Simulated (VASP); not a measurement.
# SnO2 (R-3m) in VASP: further runs

Runs on SnO2. Level: r2SCAN. Tasks: single point.

Program: VASP 6.6.1. These are calculated values, not measurements. Logs are shortened: lines on timing, memory, paths and dates and some standing lists are left out, and cuts for length are marked.

**1. The cell of the first run**

It takes space group R-3m (No. 166, trigonal). The conventional cell has a = 3.278 Å, b = 3.278 Å, c = 14.015 Å, α = 90.00°, β = 90.00°, γ = 120.00°. Sn (site symmetry -3m) has 6 O at 2.14 Å within 2.8 Å. O (site symmetry 3m) has 3 Sn at 2.14 Å and 3 O at 2.74 Å within 2.8 Å.

**2. Single point, r2SCAN**

POSCAR reads:

```
SnO2
1.0
    1.6392477882      0.9464201518      4.6717078071
   -1.6392477882      0.9464201518      4.6717078071
    0.0000000000     -1.8928403036      4.6717078071
Sn O
1 2
Direct
    0.5000000000      0.5000000000      0.5000000000
    0.2371700000      0.2371700000      0.2371700000
    0.7628300000      0.7628300000      0.7628300000
```

INCAR.step1 reads:

```
ALGO = Normal ; EDIFF = 1E-4
ENCUT = 520 ; GGA = PE
ISMEAR = 0 ; LASPH = True
LCHARG = False ; LREAL = False
LWAVE = True ; NBANDS = 20
NELM = 60 ; PREC = Accurate
SIGMA = 0.05
```

INCAR.step2 reads:

```
ALGO = Normal ; EDIFF = 1E-6
ENCUT = 520 ; ISIF = 2
ISMEAR = 0 ; ISTART = 1
LASPH = True ; LCHARG = True
LELF = True ; LMIXTAU = True
LREAL = False ; LVHAR = True
LWAVE = False ; METAGGA = R2SCAN
NBANDS = 20 ; NELM = 60
PREC = Accurate ; SIGMA = 0.05
```

KPOINTS reads:

```
k-points
0
Gamma
  12 12 12
```

Potentials or basis: VASP PAW PBE potentials, release 64 (Sn_d, O).

Run with:

```console
$ cat potpaw_PBE.64/Sn_d/POTCAR potpaw_PBE.64/O/POTCAR > POTCAR
$ cp INCAR.step1 INCAR
$ mpirun -np 1 vasp_std > vasp.out
$ cp INCAR.step2 INCAR
$ mpirun -np 1 vasp_std > vasp.out
```

OUTCAR:

```text
EDIFF = 1E-6
   ENCUT = 520
   ISIF = 2
   ISMEAR = 0
   ISTART = 1
   LASPH = True
   LREAL = False
   METAGGA = R2SCAN
   NELM = 60
   PREC = Accurate

 ion  position               nearest neighbor table
   1  0.500  0.500  0.500-   2 2.14   2 2.14   3 2.14   3 2.14   2 2.14   3 2.14
   2  0.237  0.237  0.237-   1 2.14   1 2.14   1 2.14
   3  0.763  0.763  0.763-   1 2.14   1 2.14   1 2.14

  LATTYP: Found a trigonal (rhomboedric) cell.
 ALAT       =     5.0406049488
 COS(alpha) =     0.7884788079

  Lattice vectors:

 A1 = (   1.6392477882,   0.9464201518,   4.6717078071)
 A2 = (  -1.6392477882,   0.9464201518,   4.6717078071)
 A3 = (   0.0000000000,  -1.8928403036,   4.6717078071)

Analysis of symmetry for initial positions (statically):
=====================================================================
 Subroutine PRICEL returns:
 Original cell was already a primitive cell.

 Routine SETGRP: Setting up the symmetry group for a
 trigonal (rhombohedral) supercell.

 Subroutine GETGRP returns: Found 12 space group operations
 (whereof 12 operations were pure point group operations)
 out of a pool of 12 trial point group operations.

The static configuration has the point symmetry D_3d.

Analysis of symmetry for dynamics (positions and initial velocities):
=====================================================================
 Subroutine PRICEL returns:
 Original cell was already a primitive cell.

 Routine SETGRP: Setting up the symmetry group for a
 trigonal (rhombohedral) supercell.

 Subroutine GETGRP returns: Found 12 space group operations
 (whereof 12 operations were pure point group operations)
 out of a pool of 12 trial point group operations.

The dynamic configuration has the point symmetry D_3d.

 Subroutine INISYM returns: Found 12 space group operations
 (whereof 12 operations are pure point group operations),
 and found     1 'primitive' translations

----------------------------------------------------------------------------------------

                                     Primitive cell

  volume of cell :      43.4866

  direct lattice vectors                    reciprocal lattice vectors
     1.639247788  0.946420152  4.671707807     0.305017950  0.176102196  0.071351494
[... 84 lines left out ...]
   LSORBIT =      F    spin-orbit coupling
   LASPH  =      T    aspherical Exc in radial PAW
   ENCUT  =  520.0 eV  38.22 Ry    6.18 a.u.   9.37  9.37  9.37*2*pi/ulx,y,z
   NELM   =     60;   NELMIN=  2; NELMDL=  0     # of ELM steps
   EDIFF  = 0.1E-05   stopping-criterion for ELM
   LREAL  =      F    real-space projection
   EDIFFG = 0.1E-04   stopping-criterion for IOM
   NSW    =      0    number of steps for IOM
   IBRION =     -1    ionic relax: 0-MD 1-quasi-New 2-CG
   NFREE  =      0    steps in history (QN), initial steepest desc. (CG)
   ISIF   =      2    stress and relaxation
   ISYM   =      2    0-nonsym 1-usesym 2-fastsym
   POTIM  = 0.5000    time-step for ionic-motion
   TEBEG  =    0.0;   TEEND  =   0.0 temperature during run
   PSTRESS=    0.0 pullay stress
   NELECT =      26.0000    total number of electrons
   NUPDOWN=      -1.0000    fix difference up-down
   EMIN   =  10.00;   EMAX   =-10.00  energy-range for DOS
   EFERMI =   0.00;   METHOD = LEGACY
   ISMEAR =     0;   SIGMA  =   0.05  broadening in eV -4-tet -1-fermi 0-gaus
   EFERMI_NEDOS =   21; number of points for ismear=-14 and -15
   IALGO  =     38    algorithm
   IMIX   =      4    mixing-type and parameters
     AMIX     =   0.40;   BMIX     =  1.00
     AMIX_MAG =   1.60;   BMIX_MAG =  1.00
  volume/ion in A,a.u.               =      14.50        97.82
  Fermi-wavevector in a.u.,A,eV,Ry     =   1.379158  2.606231 25.879336  1.902078
  Thomas-Fermi vector in A             =   2.504154
   LORBIT       =      0    0 simple, 1 ext, 2 COOP (PROOUT), +10 PAW based schemes
   METAGGA = R2SCAN    functional components
   LHFCALC =     F    Hartree Fock is set to
   AEXX    =    0.0000 exact exchange contribution
   IVDW    =     0    specifies the selected vdW correction
   LEPSILON=     F    determine dielectric tensor
   LRPA    =     F    only Hartree local field effects (RPA)
 non-spin polarized calculation
 Gauss-broadening in eV      SIGMA  =   0.05
  energy-cutoff  :      520.00
  volume of cell :       43.49
 maximum number of plane-waves:      1188
 NGX is ok and might be reduce to    40

 number of electron      26.0000001 magnetization

 Free energy of the ion-electron system (eV)
  ---------------------------------------------------
  ext. energy  EPLUGINS =         0.00000000
  ---------------------------------------------------
  free energy    TOTEN  =       -41.59977776 eV

  energy without entropy =      -41.59977776  energy(sigma->0) =      -41.59977776

 E-fermi :   3.2353     XC(G=0): -10.7343

 val. band max:        3.0016936482   @ k =  -0.1667   0.1667   0.0000
 cond. band min:       5.1337989211   @ k =   0.0000   0.0000   0.0000
 fundamental gap:      2.1321052729
 Fermi energy:         3.2353291940

 k-point     1 :       0.0000    0.0000    0.0000
  band No.  band energies     occupation
      1     -17.6451      2.00000
      2     -17.4013      2.00000
      3     -17.4013      2.00000
      4     -17.2142      2.00000
      5     -17.2142      2.00000
      6     -15.7427      2.00000
[... 541 lines left out ...]
     19      17.0334      0.00000
     20      17.9120      0.00000

 [... further k-points ...]

------------------------ aborting loop because EDIFF is reached ----------------------------------------

  FORCE on cell =-STRESS in cart. coord.  units (eV):
  Direction    XX          YY          ZZ          XY          YZ          ZX
  --------------------------------------------------------------------------------------
  -------------------------------------------------------------------------------------
  Total       -2.8526830     -2.8526830     -1.3620579      0.0000000      0.0000000      0.0000000
  in kB     -105.1014201   -105.1014201    -50.1823108      0.0000000      0.0000000      0.0000000
  external PRESSURE =     -86.7950503 kB  Pullay stress =       0.0000000 kB

 VOLUME and BASIS-vectors are now :
 -----------------------------------------------------------------------------
  energy-cutoff  :      520.00
  volume of cell :       43.49
      direct lattice vectors                 reciprocal lattice vectors
     1.639247788  0.946420152  4.671707807     0.305017950  0.176102196  0.071351494
    -1.639247788  0.946420152  4.671707807    -0.305017950  0.176102196  0.071351494
     0.000000000 -1.892840304  4.671707807     0.000000000 -0.352204391  0.071351494

 POSITION                                       TOTAL-FORCE (eV/Angst)
 -----------------------------------------------------------------------------------
      0.00000      0.00000      7.00756         0.000000      0.000000      0.000000
      0.00000      0.00000      3.32397        -0.000000     -0.000000     -0.431283
      0.00000      0.00000     10.69116        -0.000000      0.000000      0.431283
 -----------------------------------------------------------------------------------
    total drift:                                0.000000      0.000000      0.000000

  FREE ENERGIE OF THE ION-ELECTRON SYSTEM (eV)
  ---------------------------------------------------
  free  energy   TOTEN  =       -41.5997777581 eV

  energy  without entropy=      -41.5997777581  energy(sigma->0) =      -41.59977776
```

OUTCAR.step1:

```text
EDIFF = 1E-4
   ENCUT = 520
   GGA = PE
   ISMEAR = 0
[... 779 lines left out ...]
      0.00000      0.00000      7.00756         0.000000     -0.000000     -0.000000
      0.00000      0.00000      3.32397         0.000000      0.000000      0.004347
      0.00000      0.00000     10.69116         0.000000     -0.000000     -0.004347
 -----------------------------------------------------------------------------------
    total drift:                                0.000000      0.000000      0.000000

  FREE ENERGIE OF THE ION-ELECTRON SYSTEM (eV)
  ---------------------------------------------------
  free  energy   TOTEN  =       -18.1898526127 eV

  energy  without entropy=      -18.1898526127  energy(sigma->0) =      -18.18985261
```

OSZICAR.step1:

```text
N       E                     dE             d eps       ncg     rms          rms(c)
DAV:   1     0.257920076392E+03    0.25792E+03   -0.13927E+04  7940   0.191E+03
DAV:   2     0.823340693145E+01   -0.24969E+03   -0.23639E+03  8288   0.490E+02
DAV:   3    -0.203329847400E+02   -0.28566E+02   -0.28295E+02  8860   0.142E+02
DAV:   4    -0.211456247591E+02   -0.81264E+00   -0.81193E+00  8256   0.258E+01
DAV:   5    -0.211619464201E+02   -0.16322E-01   -0.16321E-01  9172   0.387E+00    0.106E+01
DAV:   6    -0.182172496543E+02    0.29447E+01   -0.11721E+01 11568   0.574E+01    0.434E+00
DAV:   7    -0.182069968303E+02    0.10253E-01   -0.67171E-01  7752   0.672E+00    0.210E+00
DAV:   8    -0.181900353168E+02    0.16962E-01   -0.74734E-02  7964   0.278E+00    0.452E-01
DAV:   9    -0.181891844994E+02    0.85082E-03   -0.11586E-02 10700   0.143E+00    0.952E-02
DAV:  10    -0.181898176963E+02   -0.63320E-03   -0.18569E-03  7828   0.357E-01    0.350E-02
DAV:  11    -0.181898526127E+02   -0.34916E-04   -0.41739E-05  6536   0.693E-02
   1 F= -.18189853E+02 E0= -.18189853E+02  d E =-.317051E-21
```

Run time: 16 min. Hardware: 1 thread of AMD EPYC 9R45 (Zen 5), shared host; peak memory 0.32 GiB.

What came out:

| Property | Result |
| --- | --- |
| Free energy | -41.5998 eV |
| Pressure | -8.7 GPa |
| Largest force | 0.431 eV/Å |
| Band gap on the k mesh | 2.13 eV, indirect (least direct gap 2.21 eV) |

Forces on the atoms (eV/Å):
```
Sn   0.000  0.000  0.000
O    0.000  0.000 -0.431
O    0.000  0.000  0.431
```

Caveat: the PAW data sets were made with another functional, which shifts forces and pressure a little; spin-orbit coupling is left out, which moves the levels of the heavy elements. A k mesh can miss the band edges.

**3. Single point, r2SCAN**

This run uses another cell than the first one, of the same volume but with other edges.

POSCAR reads:

```
SnO2
1.0
    1.5910063671      0.9185679543      4.9593076357
   -1.5910063671      0.9185679543      4.9593076357
    0.0000000000     -1.8371359087      4.9593076357
Sn O
1 2
Direct
    0.5000000000      0.5000000000      0.5000000000
    0.2371700000      0.2371700000      0.2371700000
    0.7628300000      0.7628300000      0.7628300000
```

INCAR.step1 reads:

```
SYSTEM = SnO2
PREC = Accurate
ENCUT = 520
ISMEAR = 0
SIGMA = 0.05
LREAL = .False.
LASPH = .True.
NELM = 60
NBANDS = 20
GGA = PE
ALGO = Normal
EDIFF = 1E-4
LWAVE = .True.
LCHARG = .False.
```

INCAR.step2 reads:

```
SYSTEM = SnO2
PREC = Accurate
ENCUT = 520
EDIFF = 1E-7
ISMEAR = 0
SIGMA = 0.05
LREAL = .False.
LASPH = .True.
NELM = 60
ALGO = Normal
ISIF = 2
LWAVE = .False.
LCHARG = .False.
METAGGA = R2SCAN
LMIXTAU = .True.
NBANDS = 20
ISTART = 1
```

KPOINTS reads:

```
Automatic mesh
0
Gamma
  12 12 12
  0 0 0
```

Potentials or basis: VASP PAW PBE potentials, release 64 (Sn_d, O).

Run with:

```console
$ cat potpaw_PBE.64/Sn_d/POTCAR potpaw_PBE.64/O/POTCAR > POTCAR
$ cp INCAR.step1 INCAR
$ mpirun -np 1 vasp_std > vasp.out
$ cp INCAR.step2 INCAR
$ mpirun -np 1 vasp_std > vasp.out
```

OUTCAR:

```text
SYSTEM = SnO2
   PREC = Accurate
   ENCUT = 520
   EDIFF = 1E-7
   ISMEAR = 0
   LREAL = .False.
   LASPH = .True.
   NELM = 60
   ISIF = 2
   METAGGA = R2SCAN
   ISTART = 1

 ion  position               nearest neighbor table
   1  0.500  0.500  0.500-   2 2.12   2 2.12   3 2.12   3 2.12   2 2.12   3 2.12
   2  0.237  0.237  0.237-   1 2.12   1 2.12   1 2.12
   3  0.763  0.763  0.763-   1 2.12   1 2.12   1 2.12

  LATTYP: Found a trigonal (rhomboedric) cell.
 ALAT       =     5.2886482746
[... 746 lines left out ...]

  FORCE on cell =-STRESS in cart. coord.  units (eV):
  Direction    XX          YY          ZZ          XY          YZ          ZX
  --------------------------------------------------------------------------------------
  -------------------------------------------------------------------------------------
  Total       -0.4032913     -0.4032913     -1.8941643      0.0000000      0.0000000      0.0000000
  in kB      -14.8584662    -14.8584662    -69.7867093      0.0000000      0.0000000      0.0000000
  external PRESSURE =     -33.1678806 kB  Pullay stress =       0.0000000 kB

 VOLUME and BASIS-vectors are now :
 -----------------------------------------------------------------------------
  energy-cutoff  :      520.00
  volume of cell :       43.49
      direct lattice vectors                 reciprocal lattice vectors
     1.591006367  0.918567954  4.959307636     0.314266498  0.181441847  0.067213683
    -1.591006367  0.918567954  4.959307636    -0.314266498  0.181441847  0.067213683
     0.000000000 -1.837135909  4.959307636     0.000000000 -0.362883695  0.067213683

 POSITION                                       TOTAL-FORCE (eV/Angst)
 -----------------------------------------------------------------------------------
      0.00000     -0.00000      7.43896        -0.000000     -0.000000      0.000000
      0.00000     -0.00000      3.52860         0.000000      0.000000     -0.723178
      0.00000     -0.00000     11.34933         0.000000     -0.000000      0.723178
 -----------------------------------------------------------------------------------
    total drift:                               -0.000000      0.000000      0.000000

  FREE ENERGIE OF THE ION-ELECTRON SYSTEM (eV)
  ---------------------------------------------------
  free  energy   TOTEN  =       -41.6029129808 eV

  energy  without entropy=      -41.6029129808  energy(sigma->0) =      -41.60291298
```

OUTCAR.step1:

```text
SYSTEM = SnO2
   PREC = Accurate
   ENCUT = 520
   ISMEAR = 0
   LREAL = .False.
   LASPH = .True.
   NELM = 60
[... 776 lines left out ...]
      0.00000     -0.00000      7.43896        -0.000000      0.000000      0.000000
      0.00000     -0.00000      3.52860         0.000000      0.000000     -0.207567
      0.00000     -0.00000     11.34933         0.000000     -0.000000      0.207567
 -----------------------------------------------------------------------------------
    total drift:                               -0.000000      0.000000      0.000000

  FREE ENERGIE OF THE ION-ELECTRON SYSTEM (eV)
  ---------------------------------------------------
  free  energy   TOTEN  =       -18.1683046793 eV

  energy  without entropy=      -18.1683046793  energy(sigma->0) =      -18.16830468
```

It took 16 min on 1 thread of AMD EPYC 9R45 (Zen 5), shared host; peak memory 0.32 GiB.

Results:

```
Free energy            : -41.6029 eV
Pressure               : -3.3 GPa
Largest force          : 0.723 eV/Å
Band gap on the k mesh : 2.76 eV, indirect (least direct gap 2.92 eV)
```

Forces on the atoms (eV/Å):
```
Sn   0.000  0.000  0.000
O    0.000  0.000 -0.723
O    0.000  0.000  0.723
```

Stress tensor (GPa, compression positive):
```
-1.49  0.00  0.00
 0.00 -1.49  0.00
 0.00  0.00 -6.98
```

Caveat: the PAW data sets were made with another functional, which shifts forces and pressure a little; spin-orbit coupling is left out, which moves the levels of the heavy elements.

**4. Single point, r2SCAN**

This run uses another cell than the first one, of the same volume but with other edges.

POSCAR reads:

```
SnO2
1.0
    1.7419607091      1.0057214843      4.1370252783
   -1.7419607091      1.0057214843      4.1370252783
    0.0000000000     -2.0114429687      4.1370252783
Sn O
1 2
Direct
    0.5000000000      0.5000000000      0.5000000000
    0.2371700000      0.2371700000      0.2371700000
    0.7628300000      0.7628300000      0.7628300000
```

INCAR.step1 reads:

```
PREC = Accurate
ENCUT = 520
ISMEAR = 0
SIGMA = 0.05
LREAL = F
LASPH = T
NELM = 80
NBANDS = 20
GGA = PE
ALGO = Normal
EDIFF = 1E-4
LWAVE = T
LCHARG = F
```

INCAR.step2 reads:

```
PREC = Accurate
ENCUT = 520
EDIFF = 1E-7
ISMEAR = 0
SIGMA = 0.05
LREAL = F
LASPH = T
NELM = 80
ALGO = Normal
ISIF = 2
LWAVE = F
LCHARG = F
METAGGA = R2SCAN
LMIXTAU = T
NBANDS = 20
ISTART = 1
```

KPOINTS reads:

```
regular mesh
0
Gamma
  12 12 12
```

Run with:

```console
$ cat potpaw_PBE.64/Sn_d/POTCAR potpaw_PBE.64/O/POTCAR > POTCAR
$ cp INCAR.step1 INCAR
$ mpirun -np 1 vasp_std > vasp.out
$ cp INCAR.step2 INCAR
$ mpirun -np 1 vasp_std > vasp.out
```

It took 12 min on 1 thread of AMD EPYC 9R45 (Zen 5), shared host; peak memory 0.28 GiB.

The run converged. Its results:

```yaml
Free_energy: -41.1462 eV
Pressure: -18.4 GPa
Largest_force: 0.065 eV/Å
Band_gap_on_the_k_mesh: 0.72 eV, indirect (least direct gap 0.74 eV)
```

Forces on the atoms (eV/Å):
```
Sn   0.000  0.000  0.000
O    0.000  0.000 -0.065
O    0.000  0.000  0.065
```

Stress tensor (GPa, compression positive):
```
-25.06   0.00   0.00
  0.00 -25.06   0.00
  0.00   0.00  -5.10
```

Levels at points of the mesh, in eV from the valence-band top:
```
           k point  band 10  band 11  band 12  band 13  band 14  band 15  band 16  band 17
(0.00, 0.00, 0.00)    -1.55    -1.49    -1.49    -0.01     0.72     5.61     9.95     9.95
(0.50, 0.00, 0.00)    -3.30    -1.36    -0.99    -0.83     4.83     7.85     8.94    12.75
(0.50, 0.50, 0.00)    -3.59    -0.51    -0.44    -0.06     4.39     6.56    10.37    10.77
(0.50, 0.50, 0.50)    -1.72    -1.72    -1.40    -1.40     2.79     5.85    10.53    10.53
```

Caveat: the PAW data sets were made with another functional, which shifts forces and pressure a little; spin-orbit coupling is left out, which moves the levels of the heavy elements.

[end of part 1 of 2]
